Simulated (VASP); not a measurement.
Wanted: the native input for a VASP 6.6.1 run.

```
Task                   : single point
Functional             : PBE
Potentials or basis    : VASP PAW PBE potentials, release 64 (B, As)
Cutoff                 : 520 eV
k mesh                 : 16 × 16 × 14
Occupations            : gaussian, width 0.1 eV
Spin                   : no spin polarisation
Dipole correction      : no
Further INCAR settings : ALGO = Normal; EDIFF = 1e-06; NBANDS = 12
```

The structure of B2As lies in POSCAR:

```
B2As
1.0
    3.4929272144     -1.5250364122      0.0171676808
    3.4929272144      1.5250364122      0.0171676808
   -0.0535979201      0.0000000000      3.3901896114
B As
2 1
Direct
    0.2054923365      0.2054923365      0.4794631953
    0.7945076635      0.7945076635      0.5205368047
    0.0000000000      0.0000000000      0.0000000000
```

The cell was built from a structure type or drawn by symmetry, and may not be a known phase.

One way to write it, as run:

INCAR

```
SYSTEM = B2As
PREC     = Accurate       ! precision mode
ENCUT    = 520            ! plane-wave cutoff, eV
EDIFF    = 1E-6           ! SCF threshold, eV
ISMEAR   = 0              ! smearing method
SIGMA    = 0.1            ! smearing width, eV
LREAL    = .FALSE.        ! projectors in reciprocal space
LASPH    = .TRUE.         ! aspherical terms in the spheres
NELM     = 60             ! most SCF steps
ALGO     = Normal         ! electronic algorithm
ISIF     = 2              ! what is computed and relaxed
LWAVE    = .FALSE.        ! write WAVECAR
LCHARG   = .FALSE.        ! write CHGCAR
GGA      = PE             ! functional
NBANDS   = 12             ! bands
```

KPOINTS

```
regular mesh
0
G
  16 16 14
  0 0 0
```

Potentials or basis: VASP PAW PBE potentials, release 64 (B, As).

The run is started by

```sh
$ cat potpaw_PBE.64/B/POTCAR potpaw_PBE.64/As/POTCAR > POTCAR
$ mpirun -np 1 vasp_std > vasp.out
```

Results of the run:

| Quantity | Value |
| --- | --- |
| Pressure | 0.2 GPa |
| Largest force | 0.020 eV/Å |
| Band gap on the k mesh | zero (an odd number of electrons rules out a gap without spin polarisation) |

It took 8.4 min on 1 thread of Intel Xeon 8259CL, with other jobs on the host, peak memory 0.52 GiB.
